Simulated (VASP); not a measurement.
A run of VASP 6.6.1 is set up as follows.

INCAR

```
SYSTEM = TaN
PREC = Accurate
ENCUT = 520
EDIFF = 1E-6
ISMEAR = 0
SIGMA = 0.15
LREAL = .FALSE.
LASPH = .TRUE.
NELM = 60
ALGO = Normal
ISIF = 2
LWAVE = .FALSE.
LCHARG = .FALSE.
GGA = CA
NBANDS = 15
```

Contents of KPOINTS:

```
Automatic mesh
0
G
  18 18 18
  0 0 0
```

POSCAR

```
TaN
1.0
    0.0000000000      2.2879500000      2.1790000000
    2.2879500000      0.0000000000      2.1790000000
    2.2879500000      2.2879500000      0.0000000000
Ta N
1 1
Direct
    0.5000000000      0.5000000000      0.5000000000
    0.0000000000      0.0000000000      0.0000000000
```

Potentials or basis: VASP PAW LDA potentials, release 64 (Ta_pv, N).

Run with:

```bash
$ cat potpaw_LDA.64/Ta_pv/POTCAR potpaw_LDA.64/N/POTCAR > POTCAR
$ mpirun -np 1 vasp_std > vasp.out
```

Q: Predict the band gap on the k mesh.

A: Zero (band 8 reaches 10.06 eV, above the bottom of band 9 at 6.49 eV).

Q: What does it give for the pressure?

A: -28.0 GPa.

Stress tensor (GPa, compression positive):
```
-35.04   0.00   0.00
  0.00 -35.04   0.00
  0.00   0.00 -13.98
```

Caveat: the cell differs from its parent crystal (strain +0.050 along x and y, +0.000 along z); spin-orbit coupling is left out, which moves the levels of the heavy elements.
